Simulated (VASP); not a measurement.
# Si (Fd-3m) in VASP: a series of runs

The runs below take Si through single point, with PBE.

Program: VASP 6.6.1. These are calculated values, not measurements. Logs are shortened: lines on timing, memory, paths and dates and some standing lists are left out, and cuts for length are marked.

## (1) The cell of the first run

It takes space group Fd-3m (No. 227, cubic). Conventional cell: a = 5.470 Å, b = 5.470 Å, c = 5.470 Å, α = 90.00°, β = 90.00°, γ = 90.00°. Si (site symmetry -43m) has 4 Si at 2.37 Å within 3.1 Å.

## (2) Single point, PBE

INCAR

```
PREC     = Accurate       # precision mode
ENCUT    = 500            # plane-wave cutoff, eV
EDIFF    = 1E-6           # SCF threshold, eV
ISMEAR   = 0              # smearing method
SIGMA    = 0.02           # smearing width, eV
LREAL    = False          # projectors in reciprocal space
LASPH    = True           # aspherical terms in the spheres
NELM     = 120            # most SCF steps
ALGO     = Normal         # electronic algorithm
ISIF     = 2              # what is computed and relaxed
LWAVE    = False          # write WAVECAR
LCHARG   = False          # write CHGCAR
GGA      = PE             # functional
NBANDS   = 11             # bands
GGA_COMPAT= False
```

KPOINTS

```
regular mesh
0
Gamma
  8 8 8
```

POSCAR

```
Si
1.0
    0.0000000000      2.7348308103      2.7348308103
    2.7348308103      0.0000000000      2.7348308103
    2.7348308103      2.7348308103      0.0000000000
Si
2
Direct
    0.0000000000      0.0000000000      0.0000000000
    0.2500000000      0.2500000000      0.2500000000
```

Potentials or basis: VASP PAW PBE potentials, release 64 (Si).

Run with:

```console
cat potpaw_PBE.64/Si/POTCAR > POTCAR
mpirun -np 1 vasp_std > vasp.out
```

OUTCAR:

```text
PREC = Accurate
   ENCUT = 500
   EDIFF = 1E-6
   ISMEAR = 0
   LREAL = False
   LASPH = True
   NELM = 120
   ISIF = 2
   GGA = PE

 ion  position               nearest neighbor table
   1  0.000  0.000  0.000-   2 2.37   2 2.37   2 2.37   2 2.37
   2  0.250  0.250  0.250-   1 2.37   1 2.37   1 2.37   1 2.37

  LATTYP: Found a face centered cubic cell.
 ALAT       =     5.4696616206

  Lattice vectors:

 A1 = (   0.0000000000,   2.7348308103,   2.7348308103)
 A2 = (   2.7348308103,   0.0000000000,   2.7348308103)
 A3 = (   2.7348308103,   2.7348308103,   0.0000000000)

Analysis of symmetry for initial positions (statically):
=====================================================================
 Subroutine PRICEL returns:
 Original cell was already a primitive cell.

 Routine SETGRP: Setting up the symmetry group for a
 face centered cubic supercell.

 Subroutine GETGRP returns: Found 48 space group operations
 (whereof 24 operations were pure point group operations)
 out of a pool of 48 trial point group operations.

The static configuration has the point symmetry T_d .
 The point group associated with its full space group is O_h .

Analysis of symmetry for dynamics (positions and initial velocities):
=====================================================================
 Subroutine PRICEL returns:
 Original cell was already a primitive cell.

 Routine SETGRP: Setting up the symmetry group for a
 face centered cubic supercell.

 Subroutine GETGRP returns: Found 48 space group operations
 (whereof 24 operations were pure point group operations)
 out of a pool of 48 trial point group operations.

The dynamic configuration has the point symmetry T_d .
 The point group associated with its full space group is O_h .

 Subroutine INISYM returns: Found 48 space group operations
 (whereof 24 operations are pure point group operations),
 and found     1 'primitive' translations

----------------------------------------------------------------------------------------

                                     Primitive cell

  volume of cell :      40.9092

  direct lattice vectors                    reciprocal lattice vectors
     0.000000000  2.734830810  2.734830810    -0.182826666  0.182826666  0.182826666
     2.734830810  0.000000000  2.734830810     0.182826666 -0.182826666  0.182826666
     2.734830810  2.734830810  0.000000000     0.182826666  0.182826666 -0.182826666

  length of vectors
     3.867634823  3.867634823  3.867634823     0.316665075  0.316665075  0.316665075

  position of ions in fractional coordinates (direct lattice)
[... 88 lines left out ...]
   TEBEG  =    0.0;   TEEND  =   0.0 temperature during run
   PSTRESS=    0.0 pullay stress
   NELECT =       8.0000    total number of electrons
   NUPDOWN=      -1.0000    fix difference up-down
   EMIN   =  10.00;   EMAX   =-10.00  energy-range for DOS
   EFERMI =   0.00;   METHOD = LEGACY
   ISMEAR =     0;   SIGMA  =   0.02  broadening in eV -4-tet -1-fermi 0-gaus
   EFERMI_NEDOS =   21; number of points for ismear=-14 and -15
   IALGO  =     38    algorithm
   IMIX   =      4    mixing-type and parameters
     AMIX     =   0.40;   BMIX     =  1.00
     AMIX_MAG =   1.60;   BMIX_MAG =  1.00
  volume/ion in A,a.u.               =      20.45       138.03
  Fermi-wavevector in a.u.,A,eV,Ry     =   0.950235  1.795684 12.285334  0.902947
  Thomas-Fermi vector in A             =   2.078593
   LORBIT       =      0    0 simple, 1 ext, 2 COOP (PROOUT), +10 PAW based schemes
   GGA     = PE    functional components
   LHFCALC =     F    Hartree Fock is set to
   AEXX    =    0.0000 exact exchange contribution
   IVDW    =     0    specifies the selected vdW correction
   LEPSILON=     F    determine dielectric tensor
   LRPA    =     F    only Hartree local field effects (RPA)
 non-spin polarized calculation
 Gauss-broadening in eV      SIGMA  =   0.02
  energy-cutoff  :      500.00
  volume of cell :       40.91
 maximum number of plane-waves:      1056
   NGX = 15   NGY = 15   NGZ = 15

 number of electron       8.0000000 magnetization

 Free energy of the ion-electron system (eV)
  ---------------------------------------------------
  ext. energy  EPLUGINS =         0.00000000
  ---------------------------------------------------
  free energy    TOTEN  =       -10.84606678 eV

  energy without entropy =      -10.84606678  energy(sigma->0) =      -10.84606678

 E-fermi :   5.7234     XC(G=0):  -9.3246

 val. band max:        5.6122499960   @ k =   0.0000   0.0000   0.0000
 cond. band min:       6.2630466766   @ k =   0.3750   0.3750   0.0000
 fundamental gap:      0.6507966806
 Fermi energy:         5.7233812656

 k-point     1 :       0.0000    0.0000    0.0000
  band No.  band energies     occupation
      1      -6.1992      2.00000
      2       5.6122      2.00000
      3       5.6122      2.00000
      4       5.6122      2.00000
      5       8.1685      0.00000
      6       8.1685      0.00000
      7       8.1685      0.00000
      8       8.7403      0.00000
      9      13.3206      0.00000
     10      13.3206      0.00000
     11      13.4873      0.00000
[... 309 lines left out ...]
 k-point    24 :      -0.3750    0.2500    0.1250
  band No.  band energies     occupation
      1      -3.3920      2.00000
      2      -1.0934      2.00000
      3       2.2261      2.00000
      4       3.5027      2.00000
      5       8.6349      0.00000
      6       8.7586      0.00000
      7      11.4576      0.00000
      8      12.6772      0.00000
      9      12.9174      0.00000
     10      16.1184      0.00000
     11      17.1623      0.00000

 [... further k-points ...]

------------------------ aborting loop because EDIFF is reached ----------------------------------------

  FORCE on cell =-STRESS in cart. coord.  units (eV):
  Direction    XX          YY          ZZ          XY          YZ          ZX
  --------------------------------------------------------------------------------------
  -------------------------------------------------------------------------------------
  Total       -0.0112250     -0.0112250     -0.0112250     -0.0000000      0.0000000      0.0000000
  in kB       -0.4396167     -0.4396167     -0.4396167     -0.0000000      0.0000000      0.0000000
  external PRESSURE =      -0.4396167 kB  Pullay stress =       0.0000000 kB

 VOLUME and BASIS-vectors are now :
 -----------------------------------------------------------------------------
  energy-cutoff  :      500.00
  volume of cell :       40.91
      direct lattice vectors                 reciprocal lattice vectors
     0.000000000  2.734830810  2.734830810    -0.182826666  0.182826666  0.182826666
     2.734830810  0.000000000  2.734830810     0.182826666 -0.182826666  0.182826666
     2.734830810  2.734830810  0.000000000     0.182826666  0.182826666 -0.182826666

 POSITION                                       TOTAL-FORCE (eV/Angst)
 -----------------------------------------------------------------------------------
      0.00000      0.00000      0.00000        -0.000000     -0.000000      0.000000
      1.36742      1.36742      1.36742         0.000000      0.000000     -0.000000
 -----------------------------------------------------------------------------------
    total drift:                                0.000000      0.000000     -0.000000

  FREE ENERGIE OF THE ION-ELECTRON SYSTEM (eV)
  ---------------------------------------------------
  free  energy   TOTEN  =       -10.8460667761 eV

  energy  without entropy=      -10.8460667761  energy(sigma->0) =      -10.84606678
```

OSZICAR:

```text
N       E                     dE             d eps       ncg     rms          rms(c)
DAV:   1     0.579181685571E+01    0.57918E+01   -0.30057E+03   638   0.542E+02
DAV:   2    -0.104874451261E+02   -0.16279E+02   -0.15496E+02   840   0.809E+01
DAV:   3    -0.110106395662E+02   -0.52319E+00   -0.52221E+00   811   0.123E+01
DAV:   4    -0.110145812548E+02   -0.39417E-02   -0.39412E-02   763   0.138E+00
DAV:   5    -0.110146228164E+02   -0.41562E-04   -0.41561E-04   832   0.128E-01    0.475E+00
DAV:   6    -0.108984380700E+02    0.11618E+00   -0.65146E-02   707   0.105E+00    0.289E+00
DAV:   7    -0.108445392934E+02    0.53899E-01   -0.12772E-01   725   0.158E+00    0.167E-01
DAV:   8    -0.108458264429E+02   -0.12871E-02   -0.57235E-03   722   0.406E-01    0.793E-02
DAV:   9    -0.108460418979E+02   -0.21545E-03   -0.20900E-04   803   0.873E-02    0.580E-02
DAV:  10    -0.108460660467E+02   -0.24149E-04   -0.20509E-05   736   0.262E-02    0.501E-03
DAV:  11    -0.108460667761E+02   -0.72947E-06   -0.21135E-06   781   0.750E-03
   1 F= -.10846067E+02 E0= -.10846067E+02  d E =-.257805E-17
```

Run time: 22 s. Hardware: 1 thread of Intel Xeon 8259CL, shared host; peak memory 0.15 GiB.

What came out:

* Free energy: -10.8461 eV
* Pressure: 0.0 GPa
* Band gap on the k mesh: 0.65 eV (least direct gap 2.56 eV)

Levels at points of the mesh, in eV from the valence-band top:
```tsv
k point	band 1	band 2	band 3	band 4	band 5	band 6	band 7	band 8	band 9
(0.00, 0.00, 0.00)	-11.81	0.00	0.00	0.00	2.56	2.56	2.56	3.13	7.71
(0.50, 0.00, 0.00)	-9.53	-6.87	-1.18	-1.18	1.46	3.35	3.35	7.70	10.49
(0.50, 0.50, 0.00)	-7.74	-7.74	-2.79	-2.79	0.75	0.75	9.93	9.93	10.91
```

## (3) Single point, PBE

INCAR is that of step 2.

KPOINTS

```
Automatic mesh
0
Gamma
  10 10 10
```

POSCAR is that of step 2.

Potentials or basis: VASP PAW PBE potentials, release 64 (Si).

Run with:

```console
cat potpaw_PBE.64/Si/POTCAR > POTCAR
mpirun -np 1 vasp_std > vasp.out
```

It took 30 s on 1 thread of Intel Xeon 8259CL, shared host; peak memory 0.15 GiB.

Results (log left out):

```yaml
Free_energy: -10.8492 eV
Pressure: 0.0 GPa
Band_gap_on_the_k_mesh: 0.62 eV (least direct gap 2.56 eV)
```

Levels at points of the mesh, in eV from the valence-band top:
| k point | band 2 | band 3 | band 4 | band 5 | band 6 | band 7 |
| --- | --- | --- | --- | --- | --- | --- |
| (0.00, 0.00, 0.00) | 0.00 | 0.00 | 0.00 | 2.56 | 2.56 | 2.56 |
| (0.50, 0.00, 0.00) | -6.87 | -1.18 | -1.18 | 1.46 | 3.35 | 3.35 |
| (0.50, 0.50, 0.00) | -7.74 | -2.79 | -2.79 | 0.75 | 0.75 | 9.93 |

A k mesh can miss the band edges.
